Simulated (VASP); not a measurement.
# Rh16Se in VASP: notebook

The runs below take Rh16Se through single point, with PBE+D3(BJ).

All numbers are computed with VASP 6.6.1; they aren't measurements. Logs are shortened: lines on timing, memory, paths and dates and some standing lists are left out, and cuts for length are marked.

### 1 The cell of the first run

The cell holds a slab with vacuum, 17 atoms: a = 7.600 Å, b = 5.374 Å, c = 17.031 Å, α = 90.00°, β = 90.00°, γ = 90.00°.

### 2 Single point, PBE+D3(BJ)

INCAR reads:

```
SYSTEM = Rh16Se
ALGO     = Normal         ! electronic algorithm
EDIFF    = 1E-6           ! SCF threshold, eV
ENCUT    = 400            ! plane-wave cutoff, eV
GGA      = PE             ! functional
GGA_COMPAT= .False.      
ISIF     = 2              ! what is computed and relaxed
ISMEAR   = 0              ! smearing method
IVDW     = 12             ! dispersion correction
LASPH    = .True.         ! aspherical terms in the spheres
LCHARG   = .True.         ! write CHGCAR
LELF     = .True.         ! ELF
LREAL    = .False.        ! projectors in reciprocal space
LVHAR    = .True.       
LWAVE    = .False.        ! write WAVECAR
NBANDS   = 137            ! bands
NELM     = 120            ! most SCF steps
NELMDL   = -8           
PREC     = Accurate       ! precision mode
SIGMA    = 0.05           ! smearing width, eV
```

KPOINTS reads:

```
k-points
0
Gamma
  2 3 1
  0 0 0
```

POSCAR reads:

```
Rh16Se
1.0
    7.6000000000      0.0000000000      0.0000000000
    0.0000000000      5.3740120000      0.0000000000
    0.0000000000      0.0000000000     17.0305090000
Rh Se
16 1
Direct
    0.2500000000      0.2500000000      0.0587182098
    0.7500000000      0.2500000000      0.0587182098
    0.2500000000      0.7500000000      0.0587182098
    0.7500000000      0.7500000000      0.0587182098
    0.0042572368     -0.0009352417      0.1277005872
    0.4957469737     -0.0009354278      0.1277157365
    0.0079213158      0.4985329396      0.1341369774
    0.4920782895      0.4985355448      0.1341231199
    0.2500089474      0.2530814967      0.2170628018
    0.7499935526      0.2458513304      0.2075664327
    0.2500017105      0.7488364373      0.2182291792
    0.7499936842      0.7457110256      0.2055787646
   -0.0264857895     -0.0060200833      0.2888260709
    0.5264713158     -0.0060165478      0.2888292417
   -0.0201119737      0.4971712010      0.2870548966
    0.5201081579      0.4971760391      0.2870475568
    0.2500060526      1.0629966960      0.3493082327
```

Potentials or basis: VASP PAW PBE potentials, release 64 (Rh_pv, Se).

Launch:

```sh
> cat potpaw_PBE.64/Rh_pv/POTCAR potpaw_PBE.64/Se/POTCAR > POTCAR
> mpirun -np 1 vasp_std > vasp.out
```

OUTCAR:

```text
SYSTEM = Rh16Se
   EDIFF = 1E-6
   ENCUT = 400
   GGA = PE
   ISIF = 2
   ISMEAR = 0
   IVDW = 12
   LASPH = .True.
   LREAL = .False.
   NELM = 120
   NELMDL = -8
   PREC = Accurate
 IVDW          = 12

 ion  position               nearest neighbor table
   1  0.250  0.250  0.059-   5 2.59   6 2.59   8 2.61   7 2.61   3 2.69   3 2.69   9 2.70
   2  0.750  0.250  0.059-  10 2.54   5 2.63   6 2.63   4 2.69   4 2.69   8 2.70   7 2.70
   3  0.250  0.750  0.059-   5 2.58   6 2.58   8 2.62   7 2.62   1 2.69   1 2.69  11 2.72
   4  0.750  0.750  0.059-  12 2.50   5 2.63   6 2.63   2 2.69   2 2.69   8 2.71   7 2.71
   5  0.004  0.999  0.128-   3 2.58   1 2.59   4 2.63   2 2.63   7 2.69   7 2.69  10 2.71  12 2.71
                            13 2.75   9 2.77  11 2.77
   6  0.496  0.999  0.128-   3 2.58   1 2.59   4 2.63   2 2.63   8 2.69   8 2.69  10 2.71  12 2.71
                            14 2.75   9 2.77  11 2.77
   7  0.008  0.499  0.134-   1 2.61  15 2.61   3 2.62  12 2.66   9 2.67   5 2.69  11 2.69   5 2.69
                            10 2.69   2 2.70   4 2.71
   8  0.492  0.499  0.134-   1 2.61  16 2.61   3 2.62  12 2.66   9 2.67   6 2.69  11 2.69   6 2.69
                            10 2.69   2 2.70   4 2.71
   9  0.250  0.253  0.217-  17 2.47  11 2.66   7 2.67   8 2.67   1 2.70  11 2.71  16 2.71  15 2.71
                             6 2.77   5 2.77  14 2.80  13 2.80
  10  0.750  0.246  0.208-   2 2.54  13 2.58  14 2.58  16 2.59  15 2.59  12 2.69  12 2.69   7 2.69
                             8 2.69   6 2.71   5 2.71
  11  0.250  0.749  0.218-   9 2.66   7 2.69   8 2.69   9 2.71   3 2.72  16 2.72  15 2.72  14 2.76
                            13 2.76   6 2.77   5 2.77  17 2.80
  12  0.750  0.746  0.206-   4 2.50  13 2.58  14 2.58  16 2.60  15 2.60   7 2.66   8 2.66  10 2.69
                            10 2.69   6 2.71   5 2.71
  13  0.974  0.994  0.289-  17 2.37  10 2.58  12 2.58  15 2.67  15 2.70   5 2.75  11 2.76   9 2.80

  14  0.526  0.994  0.289-  17 2.37  10 2.58  12 2.58  16 2.67  16 2.70   6 2.75  11 2.76   9 2.80

  15  0.980  0.497  0.287-  10 2.59  12 2.60   7 2.61  13 2.67  13 2.70   9 2.71  11 2.72
  16  0.520  0.497  0.287-  10 2.59  12 2.60   8 2.61  14 2.67  14 2.70   9 2.71  11 2.72
  17  0.250  0.063  0.349-  14 2.37  13 2.37   9 2.47  11 2.80

  LATTYP: Found a simple orthorhombic cell.
 ALAT       =     5.3740120000
 B/A-ratio  =     1.4142134405
 C/A-ratio  =     3.1690493062

  Lattice vectors:

 A1 = (   0.0000000000,  -5.3740120000,   0.0000000000)
 A2 = (   7.6000000000,   0.0000000000,   0.0000000000)
 A3 = (   0.0000000000,   0.0000000000,  17.0305090000)

Analysis of symmetry for initial positions (statically):
=====================================================================
 Subroutine PRICEL returns:
 Original cell was already a primitive cell.

 Routine SETGRP: Setting up the symmetry group for a
 simple orthorhombic supercell.

 Subroutine GETGRP returns: Found  1 space group operations
[... 139 lines left out ...]
   EMIN   =  10.00;   EMAX   =-10.00  energy-range for DOS
   EFERMI =   0.00;   METHOD = LEGACY
   ISMEAR =     0;   SIGMA  =   0.05  broadening in eV -4-tet -1-fermi 0-gaus
   EFERMI_NEDOS =   21; number of points for ismear=-14 and -15
   IALGO  =     38    algorithm
   IMIX   =      4    mixing-type and parameters
     AMIX     =   0.40;   BMIX     =  1.00
     AMIX_MAG =   1.60;   BMIX_MAG =  1.00
  volume/ion in A,a.u.               =      40.92       276.11
  Fermi-wavevector in a.u.,A,eV,Ry     =   1.157728  2.187789 18.236357  1.340334
  Thomas-Fermi vector in A             =   2.294337
   LORBIT       =      0    0 simple, 1 ext, 2 COOP (PROOUT), +10 PAW based schemes
   GGA     = PE    functional components
   LHFCALC =     F    Hartree Fock is set to
   AEXX    =    0.0000 exact exchange contribution
   IVDW    =    12    specifies the selected vdW correction
   LEPSILON=     F    determine dielectric tensor
   LRPA    =     F    only Hartree local field effects (RPA)
 non-spin polarized calculation
 Gauss-broadening in eV      SIGMA  =   0.05
  energy-cutoff  :      400.00
  volume of cell :      695.57
 maximum number of plane-waves:     12675
 NGX is ok and might be reduce to    50
   NGX = 25   NGY = 17   NGZ = 55

 number of electron     245.9999918 magnetization

 Free energy of the ion-electron system (eV)
  ---------------------------------------------------
  ext. energy  EPLUGINS =         0.00000000
  ---------------------------------------------------
  free energy    TOTEN  =      -108.75814327 eV

  energy without entropy =     -108.70882091  energy(sigma->0) =     -108.73348209

 E-fermi :   0.8370     XC(G=0):  -5.8697

 val. band max:        0.8334523906   @ k =   0.5000   0.3333   0.0000
 cond. band min:       0.8601253931   @ k =   0.5000   0.3333   0.0000
 fundamental gap:      0.0266730025
 Fermi energy:         0.8370006390

 k-point     1 :       0.0000    0.0000    0.0000
  band No.  band energies     occupation
      1     -46.2892      2.00000
      2     -46.2183      2.00000
      3     -46.1721      2.00000
      4     -46.1714      2.00000
      5     -46.1603      2.00000
      6     -46.0435      2.00000
[... 541 lines left out ...]
    134       1.3198      0.00000
    135       1.3834      0.00000
 [bands above 135 left out]

------------------------ aborting loop because EDIFF is reached ----------------------------------------

 Edisp (eV)   -6.67906

 E8    (eV) :    -3.1376

  FORCE on cell =-STRESS in cart. coord.  units (eV):
  Direction    XX          YY          ZZ          XY          YZ          ZX
  --------------------------------------------------------------------------------------
  -------------------------------------------------------------------------------------
  Total     -11.04869   -11.91411    -1.93476    -0.00004     1.05012    -0.00082
  in kB     -25.44964   -27.44305    -4.45655    -0.00010     2.41884    -0.00189
  external pressure =      -19.12 kB  Pullay stress =        0.00 kB

 VOLUME and BASIS-vectors are now :
 -----------------------------------------------------------------------------
  energy-cutoff  :      400.00
  volume of cell :      695.57
      direct lattice vectors                 reciprocal lattice vectors
     7.600000000  0.000000000  0.000000000     0.131578947  0.000000000  0.000000000
     0.000000000  5.374012000  0.000000000     0.000000000  0.186080716  0.000000000
     0.000000000  0.000000000 17.030509000     0.000000000  0.000000000  0.058718151

 POSITION                                       TOTAL-FORCE (eV/Angst)
 -----------------------------------------------------------------------------------
      1.90000      1.34350      1.00000         0.000032     -0.174898      0.125670
      5.70000      1.34350      1.00000         0.000089      0.062551     -0.156782
      1.90000      4.03051      1.00000         0.000050      0.034600      0.298176
      5.70000      4.03051      1.00000        -0.000017     -0.083324     -0.278627
      0.03235      5.36899      2.17481        -0.011023     -0.004740      0.005834
      3.76768      5.36898      2.17506         0.010611     -0.004780      0.004934
[... 9 lines left out ...]
      3.95282      2.67183      4.88857        -0.029550     -0.014128     -0.009826
      1.90005      0.33855      5.94890        -0.001486      0.299596      0.098168
 -----------------------------------------------------------------------------------
    total drift:                               -0.000005     -0.005777      0.001730

  FREE ENERGIE OF THE ION-ELECTRON SYSTEM (eV)
  ---------------------------------------------------
  free  energy   TOTEN  =      -115.4372037632 eV

  energy  without entropy=     -115.3878814041  energy(sigma->0) =     -115.41254258
```

It took 17 min on 1 thread of Intel Xeon Platinum 8488C (Sapphire Rapids), shared host; peak memory 0.54 GiB.

What came out:

```
Free energy                : -115.4372 eV
Largest force              : 0.315 eV/Å
Band gap on the k mesh     : zero (bands 123 and 124 overlap by 0.32 eV)
Dispersion energy per atom : -0.393 eV
```

Forces in eV/Å, atoms in the order of the input:
```
Rh   0.000 -0.175  0.126
Rh   0.000  0.063 -0.157
Rh   0.000  0.035  0.298
Rh   0.000 -0.083 -0.279
Rh  -0.011 -0.005  0.006
Rh   0.011 -0.005  0.005
Rh  -0.014 -0.008 -0.012
Rh   0.014 -0.008 -0.012
Rh  -0.001  0.012 -0.048
Rh   0.001 -0.025  0.043
Rh   0.000  0.007 -0.017
Rh   0.001 -0.016  0.021
Rh   0.053 -0.031 -0.026
Rh  -0.051 -0.031 -0.026
Rh   0.030 -0.014 -0.010
Rh  -0.030 -0.014 -0.010
Se  -0.001  0.300  0.098
```

Levels at points of the mesh, in eV from the Fermi level:
```csv
k point,band 120,band 121,band 122,band 123,band 124,band 125,band 126,band 127
"(0.00, 0.00, 0.00)",0.13,0.17,0.20,0.23,0.25,0.29,0.42,0.53
"(0.50, 0.00, 0.00)",-0.14,-0.12,-0.03,-0.01,0.05,0.06,0.18,0.54
```

Caveat: the k points lie up to 0.41 Å⁻¹ apart; there is no dipole correction, which matters where the two faces differ.

### 3 Single point, PBE+D3(BJ)

INCAR reads:

```
PREC = Accurate
ENCUT = 400
EDIFF = 1E-6
ISMEAR = 0
SIGMA = 0.05
LREAL = F
LASPH = T
NELM = 120
ALGO = Normal
ISIF = 2
LWAVE = F
LCHARG = F
GGA = PE
IVDW = 12
NBANDS = 137
GGA_COMPAT = F
NELMDL = -8
```

KPOINTS reads:

```
regular mesh
0
Gamma
  2 3 1
```

POSCAR reads:

```
Rh16Se
1.0
    7.6000000000      0.0000000000      0.0000000000
    0.0000000000      5.3740120000      0.0000000000
    0.0000000000      0.0000000000     17.0305090000
Rh Se
16 1
Direct
    0.2500000000      0.2500000000      0.0587182098
    0.7500000000      0.2500000000      0.0587182098
    0.2500000000      0.7500000000      0.0587182098
    0.7500000000      0.7500000000      0.0587182098
    0.0027448684     -0.0023276837      0.1279467337
    0.4972565789     -0.0023267533      0.1279615894
    0.0055082895      0.4970441078      0.1329561553
    0.4944915789      0.4970463408      0.1329427089
    0.2500102632      0.2509862278      0.2138520933
    0.7499976316      0.2436875839      0.2101640063
    0.2500015789      0.7481639416      0.2171676724
    0.7499965789      0.7437011678      0.2075393636
   -0.0154452632     -0.0098248757      0.2878939790
    0.5154331579     -0.0098159438      0.2878992049
   -0.0141506579      0.4953098356      0.2871043373
    0.5141494737      0.4953210004      0.2870897752
    0.2499897368      1.1250467993      0.3524914611
```

Potentials or basis: VASP PAW PBE potentials, release 64 (Rh_pv, Se).

Launch:

```sh
> cat potpaw_PBE.64/Rh_pv/POTCAR potpaw_PBE.64/Se/POTCAR > POTCAR
> mpirun -np 1 vasp_std > vasp.out
```

Wall time 15 min (1 thread of Intel Xeon Platinum 8488C (Sapphire Rapids), shared host); peak memory 0.54 GiB.

It converged, with:

| Item | Value |
| --- | --- |
| Free energy | -115.6150 eV |
| Largest force | 0.485 eV/Å |
| Band gap on the k mesh | zero (bands 123 and 124 overlap by 0.33 eV) |
| Dispersion energy per atom | -0.392 eV |

Forces on the atoms (eV/Å):
```
Rh   0.000 -0.174 -0.150
Rh   0.000 -0.011  0.005
Rh   0.000 -0.015  0.247
Rh   0.000 -0.084 -0.111
Rh  -0.019 -0.010  0.007
Rh   0.019 -0.010  0.006
Rh  -0.029 -0.012 -0.030
Rh   0.028 -0.012 -0.030
Rh  -0.001 -0.009 -0.091
Rh   0.000 -0.017  0.063
Rh   0.000 -0.008 -0.029
Rh   0.001 -0.014  0.056
Rh   0.107 -0.034 -0.025
Rh  -0.106 -0.035 -0.025
Rh   0.064 -0.013  0.001
Rh  -0.064 -0.013  0.002
Se   0.000  0.474  0.104
```

Levels at points of the mesh, in eV from the Fermi level:
```
           k point  band 120  band 121  band 122  band 123  band 124  band 125  band 126  band 127
(0.00, 0.00, 0.00)      0.14      0.19      0.21      0.24      0.30      0.31      0.49      0.54
(0.50, 0.00, 0.00)     -0.15     -0.08     -0.01      0.00      0.04      0.06      0.25      0.59
```

Caveat: the k points lie up to 0.41 Å⁻¹ apart; there is no dipole correction, which matters where the two faces differ.

The gap in the log of VASP goes by the Fermi energy; the results here count the filled bands.